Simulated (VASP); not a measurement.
# SbP in VASP: single point with PBE

Aim: the single point of SbP with PBE.

Everything below comes from runs of VASP 6.6.1. Logs are shortened: lines on timing, memory, paths and dates and some standing lists are left out, and cuts for length are marked.

**1. The cell of the first run**

The cell holds a sheet with vacuum, 2 atoms: a = 3.733 Å, b = 3.733 Å, c = 26.837 Å, α = 90.00°, β = 90.00°, γ = 120.00°.

**2. Single point, PBE**

Contents of INCAR:

```
PREC = Accurate ; ENCUT = 400
EDIFF = 1E-6 ; ISMEAR = 0
SIGMA = 0.1 ; LREAL = False
LASPH = True ; NELM = 120
ALGO = Normal ; ISIF = 2
LWAVE = False ; LCHARG = False
LDIPOL = True ; IDIPOL = 3
DIPOL = 0.5 0.5 0.298 ; GGA = PE
NBANDS = 17 ; GGA_COMPAT = False
NELMDL = -8
```

Contents of KPOINTS:

```
regular mesh
0
Gamma
  6 6 1
```

Contents of POSCAR:

```
SbP
1.0
    3.7334054037     -0.0000000029      0.0000000000
   -1.8667026993      3.2332239237      0.0000000000
    0.0000000000      0.0000000000     26.8369017600
Sb P
1 1
Direct
    0.6666666667      0.3333333333      0.3247249229
    0.3333333333      0.6666666667      0.2714690843
```

Potentials or basis: VASP PAW PBE potentials, release 64 (Sb_d_GW, P).

The run is started by

```bash
$ cat potpaw_PBE.64/Sb_d_GW/POTCAR potpaw_PBE.64/P/POTCAR > POTCAR
$ mpirun -np 1 vasp_std > vasp.out
```

OUTCAR:

```text
PREC = Accurate
   ENCUT = 400
   EDIFF = 1E-6
   ISMEAR = 0
   LREAL = False
   LASPH = True
   NELM = 120
   ISIF = 2
   GGA = PE
   NELMDL = -8

 ion  position               nearest neighbor table
   1  0.667  0.333  0.325-   2 2.59   2 2.59   2 2.59
   2  0.333  0.667  0.271-   1 2.59   1 2.59   1 2.59

  LATTYP: Found a hexagonal cell.
 ALAT       =     3.7334054037
 C/A-ratio  =     7.1883170613

  Lattice vectors:

 A1 = (   3.7334054037,  -0.0000000029,   0.0000000000)
 A2 = (  -1.8667026993,   3.2332239237,   0.0000000000)
 A3 = (   0.0000000000,   0.0000000000,  26.8369017600)

Analysis of symmetry for initial positions (statically):
=====================================================================
 Subroutine PRICEL returns:
 Original cell was already a primitive cell.

 Routine SETGRP: Setting up the symmetry group for a
 hexagonal supercell.

 Subroutine GETGRP returns: Found  6 space group operations
 (whereof  6 operations were pure point group operations)
 out of a pool of 24 trial point group operations.

The static configuration has the point symmetry C_3v.

Analysis of symmetry for dynamics (positions and initial velocities):
=====================================================================
 Subroutine PRICEL returns:
 Original cell was already a primitive cell.

 Routine SETGRP: Setting up the symmetry group for a
 hexagonal supercell.

 Subroutine GETGRP returns: Found  6 space group operations
 (whereof  6 operations were pure point group operations)
 out of a pool of 24 trial point group operations.

The dynamic configuration has the point symmetry C_3v.

 Subroutine INISYM returns: Found  6 space group operations
 (whereof  6 operations are pure point group operations),
 and found     1 'primitive' translations

----------------------------------------------------------------------------------------

                                     Primitive cell

  volume of cell :     323.9465

  direct lattice vectors                    reciprocal lattice vectors
     3.733405404 -0.000000003  0.000000000     0.267851972  0.154644408  0.000000000
    -1.866702699  3.233223924  0.000000000     0.000000000  0.309288816  0.000000000
     0.000000000  0.000000000 26.836901760     0.000000000  0.000000000  0.037262125

  length of vectors
     3.733405404  3.733405404 26.836901760     0.309288816  0.309288816  0.037262125

  position of ions in fractional coordinates (direct lattice)
     0.666666667  0.333333333  0.324724923
     0.333333333  0.666666667  0.271469084

  ion indices of the primitive-cell ions
[... 64 lines left out ...]
   ISYM   =      2    0-nonsym 1-usesym 2-fastsym
   POTIM  = 0.5000    time-step for ionic-motion
   TEBEG  =    0.0;   TEEND  =   0.0 temperature during run
   PSTRESS=    0.0 pullay stress
   NELECT =      20.0000    total number of electrons
   NUPDOWN=      -1.0000    fix difference up-down
   EMIN   =  10.00;   EMAX   =-10.00  energy-range for DOS
   EFERMI =   0.00;   METHOD = LEGACY
   ISMEAR =     0;   SIGMA  =   0.10  broadening in eV -4-tet -1-fermi 0-gaus
   EFERMI_NEDOS =   21; number of points for ismear=-14 and -15
   IALGO  =     38    algorithm
   IMIX   =      4    mixing-type and parameters
     AMIX     =   0.40;   BMIX     =  1.00
     AMIX_MAG =   1.60;   BMIX_MAG =  1.00
  volume/ion in A,a.u.               =     161.97      1093.05
  Fermi-wavevector in a.u.,A,eV,Ry     =   0.647034  1.222717  5.696119  0.418653
  Thomas-Fermi vector in A             =   1.715210
   LORBIT       =      0    0 simple, 1 ext, 2 COOP (PROOUT), +10 PAW based schemes
   GGA     = PE    functional components
   LHFCALC =     F    Hartree Fock is set to
   AEXX    =    0.0000 exact exchange contribution
   IVDW    =     0    specifies the selected vdW correction
   LEPSILON=     F    determine dielectric tensor
   LRPA    =     F    only Hartree local field effects (RPA)
 non-spin polarized calculation
 Gauss-broadening in eV      SIGMA  =   0.10
  energy-cutoff  :      400.00
  volume of cell :      323.95
 maximum number of plane-waves:      5952
   NGX = 13   NGY = 13   NGZ = 87

 dipolmoment           0.000000      0.000000      0.000006 electrons x Angstroem

 number of electron      20.0000003 magnetization

 dipolmoment           0.000000      0.000000     -0.052177 electrons x Angstroem

 Free energy of the ion-electron system (eV)
  ---------------------------------------------------
  ext. energy  EPLUGINS =         0.00000000
  ---------------------------------------------------
  free energy    TOTEN  =        -9.23937054 eV

  energy without entropy =       -9.23937054  energy(sigma->0) =       -9.23937054

 E-fermi :  -3.5340     XC(G=0):  -2.0282

 val. band max:       -4.0314168965   @ k =   0.0000   0.0000   0.0000
 cond. band min:      -2.2763109289   @ k =   0.3333   0.0000   0.0000
 fundamental gap:      1.7551059676
 Fermi energy:        -3.5339743418

 k-point     1 :       0.0000    0.0000    0.0000
  band No.  band energies     occupation
      1     -32.3264      2.00000
      2     -32.3264      2.00000
      3     -32.2415      2.00000
      4     -32.2415      2.00000
      5     -32.2233      2.00000
      6     -16.2389      2.00000
[... 117 lines left out ...]
      4     -32.2494      2.00000
      5     -32.2077      2.00000
      6     -13.1552      2.00000
[... 9 lines left out ...]
     16       4.5067      0.00000
     17       4.8153      0.00000

------------------------ aborting loop because EDIFF is reached ----------------------------------------

 vacuum level on the upper side and lower side of the slab       (xc-potential included)        -0.389         0.376

  FORCE on cell =-STRESS in cart. coord.  units (eV):
  Direction    XX          YY          ZZ          XY          YZ          ZX
  --------------------------------------------------------------------------------------
  -------------------------------------------------------------------------------------
  Total        0.0104101      0.0104101     -0.0543736      0.0000000     -0.0000000     -0.0000000
  in kB        0.0514864      0.0514864     -0.2689213      0.0000000     -0.0000000     -0.0000000
  external PRESSURE =      -0.0553161 kB  Pullay stress =       0.0000000 kB

 VOLUME and BASIS-vectors are now :
 -----------------------------------------------------------------------------
  energy-cutoff  :      400.00
  volume of cell :      323.95
      direct lattice vectors                 reciprocal lattice vectors
     3.733405404 -0.000000003  0.000000000     0.267851972  0.154644408  0.000000000
    -1.866702699  3.233223924  0.000000000     0.000000000  0.309288816  0.000000000
     0.000000000  0.000000000 26.836901760     0.000000000  0.000000000  0.037262125

 POSITION                                       TOTAL-FORCE (eV/Angst)
 -----------------------------------------------------------------------------------
      1.86670      1.07774      8.71461        -0.000000      0.000000      0.009772
      0.00000      2.15548      7.28539         0.000000     -0.000000     -0.009772
 -----------------------------------------------------------------------------------
    total drift:                               -0.000000      0.000000      0.003490

  FREE ENERGIE OF THE ION-ELECTRON SYSTEM (eV)
  ---------------------------------------------------
  free  energy   TOTEN  =        -9.2393705420 eV

  energy  without entropy=       -9.2393705420  energy(sigma->0) =       -9.23937054

 vacuum level on the upper side and lower side of the slab         1.162         1.944
```

OSZICAR:

```text
N       E                     dE             d eps       ncg     rms          rms(c)
DAV:   1     0.176507777444E+03    0.17651E+03   -0.66589E+03   270   0.410E+03
DAV:   2     0.252220834192E+02   -0.15129E+03   -0.14599E+03   422   0.967E+02
DAV:   3    -0.530766663211E+01   -0.30530E+02   -0.30390E+02   417   0.190E+02
[... 18 lines left out ...]
DAV:  22    -0.923935948378E+01   -0.21407E-05   -0.20601E-07   244   0.664E-03    0.210E-03
DAV:  23    -0.923936422980E+01   -0.47460E-05   -0.30234E-07   227   0.180E-02    0.126E-03
DAV:  24    -0.923936850173E+01   -0.42719E-05   -0.55439E-07   224   0.138E-02    0.447E-04
DAV:  25    -0.923936957950E+01   -0.10778E-05   -0.16634E-07   219   0.160E-02    0.523E-04
DAV:  26    -0.923937054205E+01   -0.96255E-06   -0.14551E-07   220   0.135E-02
   1 F= -.92393705E+01 E0= -.92393705E+01  d E =-.561774E-13
```

stdout:

```text
POSCAR found type information on POSCAR SbP
 POSCAR found :  2 types and       2 ions
 scaLAPACK will be used
 LDA part: xc-table for (Slater+PW92), standard interpolation
 POSCAR, INCAR and KPOINTS ok, starting setup
 FFT: planning ... GRIDC
 FFT: planning ... GRID_SOFT
 FFT: planning ... GRID
 WAVECAR not read
 entering main loop
```

Wall time 77 s (1 thread of Intel Xeon Platinum 8375C at 2.90GHz (Ice Lake), shared host); peak memory 0.31 GiB.

Results:

```yaml
Free_energy: -9.2394 eV
Largest_force: 0.010 eV/Å
Band_gap_on_the_k_mesh: 1.76 eV (least direct gap 2.20 eV)
```

Forces in eV/Å, atoms in the order of the input:
```
Sb   0.000  0.000  0.010
P    0.000  0.000 -0.010
```

Levels at points of the mesh, in eV from the valence-band top:
| k point | band 7 | band 8 | band 9 | band 10 | band 11 | band 12 | band 13 | band 14 |
| --- | --- | --- | --- | --- | --- | --- | --- | --- |
| (0.00, 0.00, 0.00) | -6.11 | -0.31 | 0.00 | 0.00 | 2.34 | 3.69 | 3.69 | 4.74 |
| (0.50, 0.00, 0.00) | -7.90 | -2.92 | -1.67 | -1.21 | 1.95 | 3.26 | 4.53 | 5.99 |

Caveat: spin-orbit coupling is left out, which moves the levels of the heavy elements.
